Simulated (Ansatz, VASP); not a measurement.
# Two plane-wave programs on BaTiO3

The input POSCAR:

```
BaTiO3
1.0
    4.0720311100      0.0000000000      0.0000000000
    0.0000000000      4.0720311100      0.0000000000
    0.0000000000      0.0000000000      4.0720311100
Ba O Ti
1 3 1
Direct
    0.0000000000      0.0000000000      0.0000000000
    0.5000000000      0.5000000000      0.0000000000
    0.0000000000      0.5000000000      0.5000000000
    0.5000000000      0.0000000000      0.5000000000
    0.5000000000      0.5000000000      0.5000000000
```

File INCAR.step1:

```
SYSTEM = BaTiO3
  ALGO = Normal
  EDIFF = 1E-4
  ENCUT = 600
  GGA = PE
  ISMEAR = 1
  LASPH = .True.
  LCHARG = .False.
  LREAL = .False.
  LWAVE = .True.
  NELM = 80
  PREC = Accurate
  SIGMA = 0.1
```

The input INCAR.step2:

```
SYSTEM = BaTiO3
  ALGO = Normal
  EDIFF = 1E-6
  EDIFFG = -0.01
  ENCUT = 600
  IBRION = 2
  ISIF = 3
  ISMEAR = 1
  ISTART = 1
  LASPH = .True.
  LCHARG = .False.
  LMIXTAU = .True.
  LREAL = .False.
  LWAVE = .False.
  METAGGA = R2SCAN
  NELM = 80
  NSW = 60
  PREC = Accurate
  SIGMA = 0.1
```

KPOINTS

```
k-points
0
Gamma
  5 5 5
  0 0 0
```

Input for Ansatz:

```yaml
crystal:
  lattice:
    - [4.07203111, 0.0, 0.0]
    - [0.0, 4.07203111, 0.0]
    - [0.0, 0.0, 4.07203111]
  atoms:
    - { symbol: Ba, position: [0.0, 0.0, 0.0] }
    - { symbol: O, position: [0.5, 0.5, 0.0] }
    - { symbol: O, position: [0.0, 0.5, 0.5] }
    - { symbol: O, position: [0.5, 0.0, 0.5] }
    - { symbol: Ti, position: [0.5, 0.5, 0.5] }
  symmetry: { tolerance: 0.0003 }
kpoints:
  mp_grid: { grid: [5, 5, 5], shift: [0, 0, 0] }
magnetization:
  spin_polarized: false
scf:
  occupations: { method: cold, width: 0.1 }
hamiltonian:
  pseudopotentials: { kind: paw }
  xc: r2scan
basis:
  ecutwfc: 500
  xc_grid: 1
output:
  forces: true
  stress: true
  eigenvalues: true
relax:
  max_steps: 40
  cell: {}
```

Alike in both runs: task relaxation of cell and atoms; functional r2SCAN; k mesh 5 × 5 × 5; no spin polarisation.

```csv
,VASP,Ansatz
version,VASP 6.6.1,Ansatz 0.2.0
potentials or method,"VASP PAW PBE potentials, release 64 (Ba_sv, O, Ti_sv), cutoff 600 eV",PAW plane waves
occupations,"methfessel-paxton of order 1, width 0.1 eV","cold, width 0.1 eV"
valence electrons in the cell,40,40
```

|  | VASP | Ansatz | Ansatz less VASP |
| --- | --- | --- | --- |
| gap on the k mesh at the Fermi level, each at its own relaxed structure (eV) | 2.24 | 2.28 | +0.037 |
| relaxed volume (Å³/atom) | 12.88 | 12.75 | -0.128 |
| relaxed length of the cell vector where the two differ most in proportion (Å) | 4.008 | 3.994 | -0.0133 |

VASP's potentials were made for PBE, not for r2SCAN.

Spin-orbit coupling is off throughout.
